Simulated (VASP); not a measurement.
Runs of VASP 6.6.1 on Ti2B2Os. The structure is that of space group P6/mmm (No. 191), or close to it. The cells are those of the table. The cell was generated, and may not be a known phase.

```csv
task,spin,cell,cutoff (eV),gap on the mesh (eV),pressure (GPa)
single point,off,"a = 3.545, b = 3.545, c = 5.278 Å, angles 90.0, 90.0, 120.0°, 5 atoms",520,none,(a)
single point,off,"a = 3.969, b = 3.969, c = 4.381 Å, angles 90.0, 90.0, 120.0°, 5 atoms",520,none,0.2
relaxation of cell and atoms,off,"relaxed from a = 3.545, b = 3.545, c = 5.278 Å, angles 90.0, 90.0, 120.0°, 5 atoms",600,none,0.1
single point,collinear,"a = 3.969, b = 3.969, c = 4.381 Å, angles 90.0, 90.0, 120.0°, 5 atoms",520,none,1.3
```

Alike in all rows: level PBE; potentials or basis VASP PAW PBE potentials, release 64 (Ti_sv, B, Os); k mesh 6 × 6 × 4; smearing gaussian 0.1 eV.

Q: Estimate the missing entries.

A: (a) 33.1.

Caveats: spin-orbit coupling is left out, which moves the levels of the heavy elements; atoms lie so close that the PAW spheres overlap strongly, which falsifies energies and pressures (at least some runs); the stress differs along the axes, from -22 to 61 GPa (at least some runs); a cell axis changed by over 15 % at a fixed basis, so the end point is rough (at least some runs).

A k mesh can miss the band edges, and the runs leave out spin-orbit coupling on Os.

A gap of «none» marks levels without a gap at the run's occupations.
